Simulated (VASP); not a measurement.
Runs of VASP 6.6.1 on Si2Ni. The structure is that of space group I4/mmm (No. 139), or close to it. The cells are those of the table. 

```tsv
cell	smearing	gap on the mesh (eV)	pressure (GPa)
a = 3.928, b = 3.928, c = 5.291 Å, 6 atoms	gaussian 0.1 eV	none	-1.7
a = 4.006, b = 4.006, c = 5.316 Å, 6 atoms	gaussian 0.1 eV	none	-6.9
a = 4.006, b = 4.006, c = 5.170 Å, 6 atoms	gaussian 0.1 eV	none	(a)
a = 4.006, b = 4.006, c = 5.170 Å, 6 atoms	tetrahedron	none	(b)
a = 4.083, b = 4.083, c = 5.060 Å, 6 atoms	gaussian 0.1 eV	none	-5.6
```

Alike in all rows: task single point; level PBE; potentials or basis VASP PAW PBE potentials, release 64 (Si, Ni); no spin polarisation; k mesh 10 × 10 × 8; cutoff (eV) 520.

Question: Fill in the values left out.

Answer: (a) -3.7; (b) -3.8.

A gap of «none» marks levels without a gap at the run's occupations.
